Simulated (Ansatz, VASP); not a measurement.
**CdF2: VASP beside Ansatz**

Contents of INCAR:

```
SYSTEM = CdF2
  PREC = Accurate
  ENCUT = 520
  EDIFF = 1E-7
  ISMEAR = -1
  SIGMA = 0.02
  LREAL = .FALSE.
  LASPH = .TRUE.
  NELM = 80
  ALGO = Normal
  ISIF = 2
  LWAVE = .FALSE.
  LCHARG = .FALSE.
  GGA = PE
  NBANDS = 20
```

KPOINTS

```
Automatic mesh
0
G
  8 8 8
  0 0 0
```

The input POSCAR:

```
CdF2
1.0
    0.0000000000      2.6825809990      2.6825809990
    2.7558154603      0.0000000000      2.6825809990
    2.7558154603      2.6825809990      0.0000000000
Cd F
1 2
Direct
    0.0000000000      0.0000000000      0.0000000000
    0.2500000000      0.2500000000      0.2500000000
    0.7500000000      0.7500000000      0.7500000000
```

Input for Ansatz:

```yaml
crystal:
  lattice:
    - [0.0, 2.682580999, 2.682580999]
    - [2.7558154603, 0.0, 2.682580999]
    - [2.7558154603, 2.682580999, 0.0]
  atoms:
    - { symbol: Cd, position: [0.0, 0.0, 0.0] }
    - { symbol: F, position: [0.25, 0.25, 0.25] }
    - { symbol: F, position: [0.75, 0.75, 0.75] }
kpoints:
  mp_grid: { grid: [8, 8, 8] }
  band_path:
    path:
      - [0.0, 0.0, 0.0]
      - [0.5, 0.0, 0.5]
      - [0.625, 0.25, 0.625]
      - [0.375, 0.375, 0.75]
      - [0.5, 0.5, 0.5]
      - [0.5, 0.25, 0.75]
    npoints: 1
hamiltonian:
  xc: pbe
scf:
  occupations: { method: fermi_dirac, width: 0.02 }
  n_extra_bands: 4
output:
  forces: true
  stress: true
  eigenvalues: true
  write_density: true
  write_potential: true
  elf: true
  volumetric_format: npy
```

Change from the starting cell: uniaxial_x strain +2.7%.

Alike in both runs: task single point; functional PBE; k mesh 8 × 8 × 8; occupations fermi-dirac, width 0.02 eV; no spin polarisation.

|  | VASP | Ansatz |
| --- | --- | --- |
| version | VASP 6.6.1 | Ansatz 0.2.0 |
| potentials or method | VASP PAW PBE potentials, release 64 (Cd, F) | plane waves, PAW |
| plane-wave cutoff (eV) | 520 | 420 |
| valence electrons in the cell | 26 | 34 |

Ansatz gave:

- gap on the k mesh at the Fermi level (eV): 3.02
- pressure (GPa): 3.8
- traceless stress, the component that is largest in VASP (GPa): -1.94

**Question.** Estimate VASP's values.

**Answer.** gap on the k mesh at the Fermi level (eV): 2.98; pressure (GPa): 4.5; traceless stress, the component that is largest in VASP (GPa): -1.91.

With one functional, cell and mesh, what is left measures potentials, basis and numerics. VASP's potentials hold 26 valence electrons a cell and Ansatz's 34, so a difference there can come from the potentials and not from the codes.
